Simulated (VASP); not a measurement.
# La (Pm-3m) in VASP: a series of runs, part 2 of 2

VASP 6.6.1.

**3. Single point, PBE (volume scaled by 0.75)**

File INCAR:

```
ALGO     = Normal         # electronic algorithm
EDIFF    = 1E-6           # SCF threshold, eV
ENCUT    = 500            # plane-wave cutoff, eV
GGA      = PE             # functional
GGA_COMPAT= F            
ISIF     = 2              # what is computed and relaxed
ISMEAR   = -1             # smearing method
LASPH    = T              # aspherical terms in the spheres
LCHARG   = F              # write CHGCAR
LMAXMIX  = 6              # l up to which the mixer works
LREAL    = F              # projectors in reciprocal space
LWAVE    = F              # write WAVECAR
NBANDS   = 12             # bands
NELM     = 200            # most SCF steps
PREC     = Accurate       # precision mode
SIGMA    = 0.08           # smearing width, eV
```

File KPOINTS:

```
k-points
0
Gamma
  12 12 12
```

File POSCAR:

```
La
1.0
    3.0259429147      0.0000000000      0.0000000000
    0.0000000000      3.0259429147      0.0000000000
    0.0000000000      0.0000000000      3.0259429147
La
1
Direct
    0.0000000000      0.0000000000      0.0000000000
```

Potentials or basis: VASP PAW PBE potentials, release 64 (La).

Launch:

```bash
cat potpaw_PBE.64/La/POTCAR > POTCAR
mpirun -np 1 vasp_std > vasp.out
```

OUTCAR:

```text
EDIFF = 1E-6
   ENCUT = 500
   GGA = PE
   ISIF = 2
   ISMEAR = -1
   LASPH = T
   LREAL = F
   NELM = 200
   PREC = Accurate

 ion  position               nearest neighbor table
   1  0.000  0.000  0.000-

  LATTYP: Found a simple cubic cell.
 ALAT       =     3.0259429147

  Lattice vectors:

 A1 = (   3.0259429147,   0.0000000000,   0.0000000000)
 A2 = (   0.0000000000,   3.0259429147,   0.0000000000)
 A3 = (   0.0000000000,   0.0000000000,   3.0259429147)

Analysis of symmetry for initial positions (statically):
=====================================================================
 Subroutine PRICEL returns:
 Original cell was already a primitive cell.

 Routine SETGRP: Setting up the symmetry group for a
 simple cubic supercell.

 Subroutine GETGRP returns: Found 48 space group operations
 (whereof 48 operations were pure point group operations)
 out of a pool of 48 trial point group operations.

The static configuration has the point symmetry O_h .

Analysis of symmetry for dynamics (positions and initial velocities):
=====================================================================
 Subroutine PRICEL returns:
 Original cell was already a primitive cell.

 Routine SETGRP: Setting up the symmetry group for a
 simple cubic supercell.

 Subroutine GETGRP returns: Found 48 space group operations
 (whereof 48 operations were pure point group operations)
 out of a pool of 48 trial point group operations.

The dynamic configuration has the point symmetry O_h .

 Subroutine INISYM returns: Found 48 space group operations
 (whereof 48 operations are pure point group operations),
 and found     1 'primitive' translations

----------------------------------------------------------------------------------------

                                     Primitive cell

[... 112 lines left out ...]
   LORBIT       =      0    0 simple, 1 ext, 2 COOP (PROOUT), +10 PAW based schemes
   GGA     = PE    functional components
   LHFCALC =     F    Hartree Fock is set to
   AEXX    =    0.0000 exact exchange contribution
   IVDW    =     0    specifies the selected vdW correction
   LEPSILON=     F    determine dielectric tensor
   LRPA    =     F    only Hartree local field effects (RPA)
 non-spin polarized calculation
  energy-cutoff  :      500.00
  volume of cell :       27.71
 maximum number of plane-waves:       739
 NGX is ok and might be reduce to    24
   NGX = 11   NGY = 11   NGZ = 11

 number of electron      10.9999999 magnetization

 Free energy of the ion-electron system (eV)
  ---------------------------------------------------
  ext. energy  EPLUGINS =         0.00000000
  ---------------------------------------------------
  free energy    TOTEN  =        -4.14038711 eV

  energy without entropy =       -4.10218307  energy(sigma->0) =       -4.12128509

 E-fermi :  10.9131     XC(G=0): -10.7589

 val. band max:       10.8969221204   @ k =   0.1667   0.0000   0.0000
 cond. band min:      10.9169731401   @ k =   0.4167   0.0833   0.0833
 fundamental gap:      0.0200510197
 Fermi energy:        10.9130585001

 k-point     1 :       0.0000    0.0000    0.0000
  band No.  band energies     occupation
      1     -22.2771      2.00000
      2      -3.9523      2.00000
      3      -3.9523      2.00000
      4      -3.9523      2.00000
      5       8.5333      2.00000
      6       9.2359      2.00000
      7       9.2359      2.00000
      8      13.3726      0.00000
      9      13.3726      0.00000
     10      13.3726      0.00000
     11      13.8016      0.00000
     12      13.8016      0.00000
[... 331 lines left out ...]
 k-point    24 :       0.4167    0.3333    0.0000
  band No.  band energies     occupation
      1     -21.3069      2.00000
      2      -6.9706      2.00000
      3      -6.2984      2.00000
      4      -3.2509      2.00000
      5       8.3672      2.00000
      6      11.3132      0.01336
      7      12.6567      0.00000
      8      13.0863      0.00000
      9      13.6166      0.00000
     10      13.6360      0.00000
     11      13.8320      0.00000
     12      13.9664      0.00000

 [... further k-points ...]

------------------------ aborting loop because EDIFF is reached ----------------------------------------

  FORCE on cell =-STRESS in cart. coord.  units (eV):
  Direction    XX          YY          ZZ          XY          YZ          ZX
  --------------------------------------------------------------------------------------
  -------------------------------------------------------------------------------------
  Total        1.9180227      1.9180227      1.9180227      0.0000000      0.0000000      0.0000000
  in kB      110.9129176    110.9129176    110.9129176      0.0000000      0.0000000      0.0000000
  external PRESSURE =     110.9129176 kB  Pullay stress =       0.0000000 kB

 VOLUME and BASIS-vectors are now :
 -----------------------------------------------------------------------------
  energy-cutoff  :      500.00
  volume of cell :       27.71
      direct lattice vectors                 reciprocal lattice vectors
     3.025942915  0.000000000  0.000000000     0.330475501  0.000000000  0.000000000
     0.000000000  3.025942915  0.000000000     0.000000000  0.330475501  0.000000000
     0.000000000  0.000000000  3.025942915     0.000000000  0.000000000  0.330475501

 POSITION                                       TOTAL-FORCE (eV/Angst)
 -----------------------------------------------------------------------------------
      0.00000      0.00000      0.00000         0.000000      0.000000      0.000000
 -----------------------------------------------------------------------------------
    total drift:                               -0.000000      0.000000      0.000000

  FREE ENERGIE OF THE ION-ELECTRON SYSTEM (eV)
  ---------------------------------------------------
  free  energy   TOTEN  =        -4.1403871094 eV

  energy  without entropy=       -4.1021830699  energy(sigma->0) =       -4.12128509
```

It took 20 s on 1 thread of Intel Xeon Platinum 8259CL at 2.50GHz (Skylake/Cascade Lake), shared host; peak memory 0.17 GiB.

What came out:

```yaml
Free_energy: -4.1404 eV
Pressure: 11.1 GPa
```

Levels at points of the mesh, in eV from the Fermi level:
| k point | band 3 | band 4 | band 5 | band 6 | band 7 | band 8 |
| --- | --- | --- | --- | --- | --- | --- |
| (0.00, 0.00, 0.00) | -14.87 | -14.87 | -2.38 | -1.68 | -1.68 | 2.46 |
| (0.50, 0.00, 0.00) | -14.43 | -14.43 | -0.53 | 0.08 | 1.03 | 1.57 |
| (0.50, 0.50, 0.00) | -17.91 | -14.03 | -3.63 | 1.17 | 1.70 | 1.70 |
| (0.50, 0.50, 0.50) | -17.34 | -17.34 | -1.85 | -1.85 | -1.85 | 1.07 |

Caveat: spin-orbit coupling is left out, which moves the levels of the heavy elements.

**4. Single point, PBE (volume scaled by 0.85)**

File INCAR:

```
  ALGO = Normal
  EDIFF = 1E-6
  ENCUT = 500
  GGA = PE
  GGA_COMPAT = False
  ISIF = 2
  ISMEAR = -1
  LASPH = True
  LCHARG = False
  LMAXMIX = 6
  LREAL = False
  LWAVE = False
  NBANDS = 12
  NELM = 200
  PREC = Accurate
  SIGMA = 0.08
```

KPOINTS is that of step 3.

File POSCAR:

```
La
1.0
    3.1548589807      0.0000000000      0.0000000000
    0.0000000000      3.1548589807      0.0000000000
    0.0000000000      0.0000000000      3.1548589807
La
1
Direct
    0.0000000000      0.0000000000      0.0000000000
```

Potentials or basis: VASP PAW PBE potentials, release 64 (La).

Launch:

```bash
cat potpaw_PBE.64/La/POTCAR > POTCAR
mpirun -np 1 vasp_std > vasp.out
```

OUTCAR:

```text
EDIFF = 1E-6
   ENCUT = 500
   GGA = PE
   ISIF = 2
   ISMEAR = -1
   LASPH = True
   LREAL = False
   NELM = 200
   PREC = Accurate

 ion  position               nearest neighbor table
   1  0.000  0.000  0.000-

  LATTYP: Found a simple cubic cell.
 ALAT       =     3.1548589807

  Lattice vectors:

 A1 = (   3.1548589807,   0.0000000000,   0.0000000000)
 A2 = (   0.0000000000,   3.1548589807,   0.0000000000)
 A3 = (   0.0000000000,   0.0000000000,   3.1548589807)

Analysis of symmetry for initial positions (statically):
=====================================================================
 Subroutine PRICEL returns:
 Original cell was already a primitive cell.

 Routine SETGRP: Setting up the symmetry group for a
 simple cubic supercell.

 Subroutine GETGRP returns: Found 48 space group operations
 (whereof 48 operations were pure point group operations)
 out of a pool of 48 trial point group operations.

The static configuration has the point symmetry O_h .

Analysis of symmetry for dynamics (positions and initial velocities):
=====================================================================
[... 167 lines left out ...]
      3      -5.8680      2.00000
      4      -5.8680      2.00000
      5       6.7982      2.00000
      6       8.0407      2.00000
      7       8.0407      2.00000
      8      11.6571      0.00000
      9      11.6571      0.00000
     10      11.6571      0.00000
     11      11.9646      0.00000
     12      11.9646      0.00000
[... 331 lines left out ...]
 k-point    24 :       0.4167    0.3333    0.0000
  band No.  band energies     occupation
      1     -22.9793      2.00000
      2      -8.1575      2.00000
      3      -7.6452      2.00000
      4      -5.3691      2.00000
      5       7.3252      2.00000
      6       9.7042      0.06049
      7      11.0919      0.00000
      8      11.3914      0.00000
      9      11.8108      0.00000
     10      11.8619      0.00000
     11      11.9550      0.00000
     12      12.1333      0.00000

 [... further k-points ...]

------------------------ aborting loop because EDIFF is reached ----------------------------------------

  FORCE on cell =-STRESS in cart. coord.  units (eV):
  Direction    XX          YY          ZZ          XY          YZ          ZX
  --------------------------------------------------------------------------------------
  -------------------------------------------------------------------------------------
  Total        0.9777628      0.9777628      0.9777628      0.0000000     -0.0000000      0.0000000
  in kB       49.8889334     49.8889334     49.8889334      0.0000000     -0.0000000      0.0000000
  external PRESSURE =      49.8889334 kB  Pullay stress =       0.0000000 kB

 VOLUME and BASIS-vectors are now :
 -----------------------------------------------------------------------------
  energy-cutoff  :      500.00
  volume of cell :       31.40
      direct lattice vectors                 reciprocal lattice vectors
     3.154858981  0.000000000  0.000000000     0.316971378  0.000000000  0.000000000
     0.000000000  3.154858981  0.000000000     0.000000000  0.316971378  0.000000000
     0.000000000  0.000000000  3.154858981     0.000000000  0.000000000  0.316971378

 POSITION                                       TOTAL-FORCE (eV/Angst)
 -----------------------------------------------------------------------------------
      0.00000      0.00000      0.00000         0.000000      0.000000      0.000000
 -----------------------------------------------------------------------------------
    total drift:                               -0.000000      0.000000      0.000000

  FREE ENERGIE OF THE ION-ELECTRON SYSTEM (eV)
  ---------------------------------------------------
  free  energy   TOTEN  =        -4.3203974885 eV

  energy  without entropy=       -4.2771962182  energy(sigma->0) =       -4.29879685
```

It took 24 s on 1 thread of Intel Xeon Platinum 8259CL at 2.50GHz (Skylake/Cascade Lake), shared host; peak memory 0.17 GiB.

Results:

* Free energy: -4.3204 eV
* Pressure: 5.0 GPa

Caveat: spin-orbit coupling is left out, which moves the levels of the heavy elements.

**5. Summary**

```csv
cell,gap on the mesh (eV),pressure (GPa)
"a = 2.885 Å, 1 atom",none,22.3
"a = 3.026 Å, 1 atom",none,11.1
"a = 3.155 Å, 1 atom",none,5.0
```

Alike in all rows: task single point; level PBE; potentials or basis VASP PAW PBE potentials, release 64 (La); no spin polarisation; k mesh 12 × 12 × 12; cutoff (eV) 500; smearing fermi-dirac 0.08 eV.

Caveats: spin-orbit coupling is left out, which moves the levels of the heavy elements.

Absolute energies hang on the potentials; compare differences alone.
